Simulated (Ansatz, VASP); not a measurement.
# Ir in VASP and in Ansatz

File INCAR:

```
PREC = Accurate
ENCUT = 520
EDIFF = 1E-6
ISMEAR = -1
SIGMA = 0.05
LREAL = False
LASPH = True
NELM = 100
ALGO = Normal
ISIF = 2
LWAVE = False
LCHARG = False
GGA = PS
NBANDS = 16
```

The input KPOINTS:

```
Automatic mesh
0
Gamma
  13 13 13
```

File POSCAR:

```
Ir
1.0
    0.0000000000      2.2557774008      2.2557774008
    2.2557774008      0.0000000000      2.2557774008
    2.2557774008      2.2557774008      0.0000000000
Ir
2
Direct
   -0.1250000000     -0.1250000000     -0.1250000000
    0.1250000000      0.1250000000      0.1250000000
```

Input for Ansatz:

```yaml
crystal:
  lattice:
    - [0.0, 2.2557774008, 2.2557774008]
    - [2.2557774008, 0.0, 2.2557774008]
    - [2.2557774008, 2.2557774008, 0.0]
  atoms:
    - { symbol: Ir, position: [-0.125, -0.125, -0.125] }
    - { symbol: Ir, position: [0.125, 0.125, 0.125] }
kpoints:
  mp_grid: { grid: [13, 13, 13] }
scf:
  occupations: { method: fermi_dirac, width: 0.05 }
hamiltonian:
  xc: pbesol
  pseudopotentials: { kind: all_electron, lapw: { basis_error: 0.001 } }
output:
  forces: true
  stress: true
  eigenvalues: true
  populations: true
```

Change from the starting cell: volume scaled by 0.55, LAPW.

Alike in both runs: task single point; functional PBEsol; k mesh 13 × 13 × 13; occupations fermi-dirac, width 0.05 eV; no spin polarisation.

|  | VASP | Ansatz |
| --- | --- | --- |
| version | VASP 6.6.1 | Ansatz 0.2.0 |
| potentials or method | VASP PAW PBE potentials, release 64 (Ir), cutoff 520 eV | all-electron LAPW, scalar-relativistic |

|  | VASP | Ansatz | Ansatz less VASP |
| --- | --- | --- | --- |
| pressure (GPa) | 431.5 | 492.4 | +60.91 |

VASP's potentials were made for PBE, not for PBEsol. The pressures are high and differ by over a tenth, so treat them with care. Ansatz ran all-electron here, and VASP with PAW potentials.

Neither program's run includes spin-orbit coupling. Noted on VASP's run: the cell as given lies far from equilibrium.
